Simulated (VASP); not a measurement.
# Si6N (Pm-3m) in VASP: single point with PBE

Aim: the single point of Si6N with PBE.

Program: VASP 6.6.1. These are calculated values, not measurements. Logs are shortened: lines on timing, memory, paths and dates and some standing lists are left out, and cuts for length are marked.

## Step 1: The cell of the first run

It takes space group Pm-3m (No. 221, cubic). Conventional cell: a = 6.086 Å, b = 6.086 Å, c = 6.086 Å, α = 90.00°, β = 90.00°, γ = 90.00°. Si (site symmetry 4mm) has 5 Si at 2.46 to 2.60 Å within 3.2 Å. Within 6.1 Å of N (site symmetry m-3m) lie 24 Si at 4.50 Å and 6 N at 6.09 Å.

The cell was generated, and may not be a known phase.

## Step 2: Single point, PBE, collinear spin, ferromagnetic start

INCAR

```
SYSTEM = Si6N
ALGO = Normal ; EDIFF = 1E-6
ENCUT = 520 ; GGA = PE
ISIF = 2 ; ISMEAR = 0
ISPIN = 2 ; LASPH = .True.
LCHARG = .True. ; LELF = .True.
LORBIT = 11 ; LREAL = .False.
LVHAR = .True. ; LWAVE = .False.
MAGMOM = 0 0 0 0 0 0 2.99 ; NBANDS = 28
NELM = 150 ; PREC = Accurate
SIGMA = 0.1
```

KPOINTS

```
k-points
0
Gamma
  6 6 6
  0 0 0
```

POSCAR

```
Si6N
1.0
    6.0855228344      0.0000000000      0.0000000000
    0.0000000000      6.0855228344      0.0000000000
    0.0000000000      0.0000000000      6.0855228344
Si N
6 1
Direct
    0.0000000000      0.0000000000      0.2859916805
    0.0000000000      0.0000000000      0.7140083195
    0.2859916805      0.0000000000      0.0000000000
    0.7140083195      0.0000000000      0.0000000000
    0.0000000000      0.2859916805      0.0000000000
    0.0000000000      0.7140083195      0.0000000000
    0.5000000000      0.5000000000      0.5000000000
```

Potentials or basis: VASP PAW PBE potentials, release 64 (Si, N).

Launch:

```bash
$ cat potpaw_PBE.64/Si/POTCAR potpaw_PBE.64/N/POTCAR > POTCAR
$ mpirun -np 1 vasp_std > vasp.out
```

OUTCAR:

```text
SYSTEM = Si6N
   EDIFF = 1E-6
   ENCUT = 520
   GGA = PE
   ISIF = 2
   ISMEAR = 0
   ISPIN = 2
   LASPH = .True.
   LORBIT = 11
   LREAL = .False.
   NELM = 150
   PREC = Accurate

 ion  position               nearest neighbor table
   1  0.000  0.000  0.286-   3 2.46   4 2.46   5 2.46   6 2.46   2 2.60
   2  0.000  0.000  0.714-   3 2.46   4 2.46   5 2.46   6 2.46   1 2.60
   3  0.286  0.000  0.000-   1 2.46   2 2.46   5 2.46   6 2.46   4 2.60
   4  0.714  0.000  0.000-   1 2.46   2 2.46   5 2.46   6 2.46   3 2.60
   5  0.000  0.286  0.000-   1 2.46   2 2.46   3 2.46   4 2.46   6 2.60
   6  0.000  0.714  0.000-   1 2.46   2 2.46   3 2.46   4 2.46   5 2.60
   7  0.500  0.500  0.500-

  LATTYP: Found a simple cubic cell.
 ALAT       =     6.0855228344

  Lattice vectors:

 A1 = (   6.0855228344,   0.0000000000,   0.0000000000)
 A2 = (   0.0000000000,   6.0855228344,   0.0000000000)
 A3 = (   0.0000000000,   0.0000000000,   6.0855228344)

Analysis of symmetry for initial positions (statically):
=====================================================================
 Subroutine PRICEL returns:
 Original cell was already a primitive cell.

 Routine SETGRP: Setting up the symmetry group for a
 simple cubic supercell.

 Subroutine GETGRP returns: Found 48 space group operations
 (whereof 48 operations were pure point group operations)
 out of a pool of 48 trial point group operations.

The static configuration has the point symmetry O_h .

Analysis of symmetry for dynamics (positions and initial velocities):
=====================================================================
 Subroutine PRICEL returns:
 Original cell was already a primitive cell.

 Routine SETGRP: Setting up the symmetry group for a
 simple cubic supercell.

 Subroutine GETGRP returns: Found 48 space group operations
 (whereof 48 operations were pure point group operations)
 out of a pool of 48 trial point group operations.

The dynamic configuration has the point symmetry O_h .

Analysis of structural, dynamic, and magnetic symmetry:
=====================================================================
 Subroutine PRICEL returns:
 Original cell was already a primitive cell.

 Routine SETGRP: Setting up the symmetry group for a
 simple cubic supercell.

 Subroutine GETGRP returns: Found 48 space group operations
 (whereof 48 operations were pure point group operations)
 out of a pool of 48 trial point group operations.

The overall configuration has the point symmetry O_h .

[... 142 lines left out ...]
 number of electron      29.0000002 magnetization       2.3839391

 Free energy of the ion-electron system (eV)
  ---------------------------------------------------
  ext. energy  EPLUGINS =         0.00000000
  ---------------------------------------------------
  free energy    TOTEN  =       -30.68356509 eV

  energy without entropy =      -30.65470261  energy(sigma->0) =      -30.66913385

 E-fermi :   2.0559     XC(G=0):  -6.9179

 val. band max:        2.0438839753   @ k =   0.3333   0.1667   0.0000
 cond. band min:       2.0572114151   @ k =   0.5000   0.5000   0.1667
 fundamental gap:      0.0133274399
 Fermi energy:         2.0558685345

 spin component 1

 k-point     1 :       0.0000    0.0000    0.0000
  band No.  band energies     occupation
      1     -12.7188      1.00000
      2     -10.9483      1.00000
      3      -6.0163      1.00000
      4      -6.0163      1.00000
      5      -6.0163      1.00000
      6      -4.9785      1.00000
[... 569 lines left out ...]
     25       6.2957      0.00000
     26       6.2957      0.00000
 Fermi energy:         2.0558685345

 spin component 2

 k-point     1 :       0.0000    0.0000    0.0000
  band No.  band energies     occupation
      1     -10.9749      1.00000
      2      -8.6470      1.00000
      3      -6.0514      1.00000
      4      -6.0514      1.00000
      5      -6.0514      1.00000
      6      -5.0494      1.00000
[... 569 lines left out ...]
     25       6.2397      0.00000
     26       6.2397      0.00000
 [bands above 26 left out]

------------------------ aborting loop because EDIFF is reached ----------------------------------------

  FORCE on cell =-STRESS in cart. coord.  units (eV):
  Direction    XX          YY          ZZ          XY          YZ          ZX
  --------------------------------------------------------------------------------------
  -------------------------------------------------------------------------------------
  Total       -0.0440854     -0.0440854     -0.0440854      0.0000000      0.0000000      0.0000000
  in kB       -0.3134092     -0.3134092     -0.3134092      0.0000000      0.0000000      0.0000000
  external PRESSURE =      -0.3134092 kB  Pullay stress =       0.0000000 kB

 VOLUME and BASIS-vectors are now :
 -----------------------------------------------------------------------------
  energy-cutoff  :      520.00
  volume of cell :      225.37
      direct lattice vectors                 reciprocal lattice vectors
     6.085522834  0.000000000  0.000000000     0.164324418  0.000000000  0.000000000
     0.000000000  6.085522834  0.000000000     0.000000000  0.164324418  0.000000000
     0.000000000  0.000000000  6.085522834     0.000000000  0.000000000  0.164324418

 POSITION                                       TOTAL-FORCE (eV/Angst)
 -----------------------------------------------------------------------------------
      0.00000      0.00000      1.74041        -0.000000     -0.000000     -0.010611
      0.00000      0.00000      4.34511         0.000000      0.000000      0.010611
      1.74041      0.00000      0.00000        -0.010611     -0.000000     -0.000000
      4.34511      0.00000      0.00000         0.010611      0.000000      0.000000
      0.00000      1.74041      0.00000        -0.000000     -0.010611      0.000000
      0.00000      4.34511      0.00000         0.000000      0.010611     -0.000000
      3.04276      3.04276      3.04276         0.000000      0.000000     -0.000000
 -----------------------------------------------------------------------------------
    total drift:                                0.000000     -0.000000     -0.000000

  FREE ENERGIE OF THE ION-ELECTRON SYSTEM (eV)
  ---------------------------------------------------
  free  energy   TOTEN  =       -30.6835650899 eV

  energy  without entropy=      -30.6547026056  energy(sigma->0) =      -30.66913385

 total charge

# of ion       s       p       d       tot
------------------------------------------
    1        0.847   0.759   0.000   1.606
    2        0.847   0.759   0.000   1.606
    3        0.847   0.759   0.000   1.606
    4        0.847   0.759   0.000   1.606
    5        0.847   0.759   0.000   1.606
    6        0.847   0.759   0.000   1.606
    7        1.354   1.944   0.000   3.298
--------------------------------------------------
tot          6.437   6.498   0.000  12.935

 magnetization (x)

# of ion       s       p       d       tot
------------------------------------------
    1       -0.001  -0.013   0.000  -0.014
    2       -0.001  -0.013   0.000  -0.014
    3       -0.001  -0.013   0.000  -0.014
    4       -0.001  -0.013   0.000  -0.014
    5       -0.001  -0.013   0.000  -0.014
    6       -0.001  -0.013   0.000  -0.014
    7        0.036   1.738   0.000   1.774
--------------------------------------------------
tot          0.028   1.662   0.000   1.690
```

OSZICAR:

```text
N       E                     dE             d eps       ncg     rms          rms(c)
DAV:   1     0.846662080689E+02    0.84666E+02   -0.98342E+03  2240   0.787E+02
DAV:   2    -0.232741231279E+02   -0.10794E+03   -0.99546E+02  2964   0.136E+02
DAV:   3    -0.318596405853E+02   -0.85855E+01   -0.83950E+01  2772   0.343E+01
DAV:   4    -0.320352552951E+02   -0.17561E+00   -0.17507E+00  2852   0.610E+00
DAV:   5    -0.320399050091E+02   -0.46497E-02   -0.46485E-02  3068   0.939E-01    0.757E+00
DAV:   6    -0.307789359020E+02    0.12610E+01   -0.21025E+00  2548   0.550E+00    0.401E+00
DAV:   7    -0.306417055043E+02    0.13723E+00   -0.10178E+00  2712   0.366E+00    0.166E+00
DAV:   8    -0.306677918956E+02   -0.26086E-01   -0.13405E-01  2444   0.178E+00    0.119E+00
DAV:   9    -0.306745165555E+02   -0.67247E-02   -0.37389E-02  2556   0.835E-01    0.469E-01
DAV:  10    -0.306809148868E+02   -0.63983E-02   -0.10364E-02  2300   0.569E-01    0.210E-01
DAV:  11    -0.306822127509E+02   -0.12979E-02   -0.20715E-03  2344   0.282E-01    0.101E-01
DAV:  12    -0.306832885807E+02   -0.10758E-02   -0.11507E-03  2444   0.185E-01    0.434E-02
DAV:  13    -0.306834834505E+02   -0.19487E-03   -0.21510E-04  2788   0.714E-02    0.211E-02
DAV:  14    -0.306835428020E+02   -0.59352E-04   -0.65115E-05  2372   0.391E-02    0.126E-02
DAV:  15    -0.306835598783E+02   -0.17076E-04   -0.23303E-05  2564   0.199E-02    0.701E-03
DAV:  16    -0.306835631940E+02   -0.33157E-05   -0.46540E-06  2572   0.939E-03    0.261E-03
DAV:  17    -0.306835649224E+02   -0.17285E-05   -0.29209E-06  2392   0.732E-03    0.264E-03
DAV:  18    -0.306835650899E+02   -0.16748E-06   -0.86421E-07  1984   0.400E-03
   1 F= -.30683565E+02 E0= -.30669134E+02  d E =-.288625E-01  mag=     2.3839
```

stdout:

```text
POSCAR found type information on POSCAR SiN
 POSCAR found :  2 types and       7 ions
 scaLAPACK will be used
 LDA part: xc-table for (Slater+PW92), standard interpolation
 POSCAR, INCAR and KPOINTS ok, starting setup
 FFT: planning ... GRIDC
 FFT: planning ... GRID_SOFT
 FFT: planning ... GRID
 WAVECAR not read
 entering main loop
```

Run time: 3.9 min. Hardware: 1 thread of Intel Xeon Platinum 8259CL at 2.50GHz (Skylake/Cascade Lake), shared host; peak memory 0.5 GiB.

Results:

```yaml
Free_energy: -30.6836 eV
Pressure: 0.0 GPa
Largest_force: 0.011 eV/Å
Net_moment: 2.38 μB per cell
Site_moments: Si -0.01; N +1.77 μB
Valence_electrons_inside_the_program's_atomic_spheres: Si 1.61; N 3.30
```

Forces on the atoms (eV/Å):
```
Si   0.000  0.000 -0.011
Si   0.000  0.000  0.011
Si  -0.011  0.000  0.000
Si   0.011  0.000  0.000
Si   0.000 -0.011  0.000
Si   0.000  0.011  0.000
N    0.000  0.000  0.000
```

Levels at points of the mesh, in eV from the Fermi level:
Spin up:
| k point | band 14 | band 15 | band 16 | band 17 | band 18 | band 19 |
| --- | --- | --- | --- | --- | --- | --- |
| (0.00, 0.00, 0.00) | -2.72 | 0.02 | 0.02 | 0.02 | 1.02 | 1.02 |
| (0.50, 0.00, 0.00) | -2.70 | -2.06 | -0.26 | 0.40 | 0.40 | 0.87 |
| (0.50, 0.50, 0.00) | -3.25 | -2.59 | -1.60 | 0.26 | 0.26 | 2.33 |
| (0.50, 0.50, 0.50) | -3.08 | -2.56 | -2.56 | -1.17 | 2.10 | 2.10 |
Spin down:
```csv
k point,band 9,band 10,band 11,band 12,band 13,band 14,band 15,band 16,band 17,band 18
"(0.00, 0.00, 0.00)",-2.77,-2.77,-2.77,-0.08,-0.08,-0.08,0.09,0.09,0.09,1.24
"(0.50, 0.00, 0.00)",-3.35,-3.35,-2.75,-2.16,-0.37,0.30,0.30,0.33,0.40,0.40
"(0.50, 0.50, 0.00)",-3.49,-3.32,-3.32,-2.66,-1.66,-0.27,-0.27,0.30,0.77,0.77
"(0.50, 0.50, 0.50)",-3.42,-3.42,-3.42,-2.63,-2.63,-1.23,0.40,0.40,0.40,2.02
```
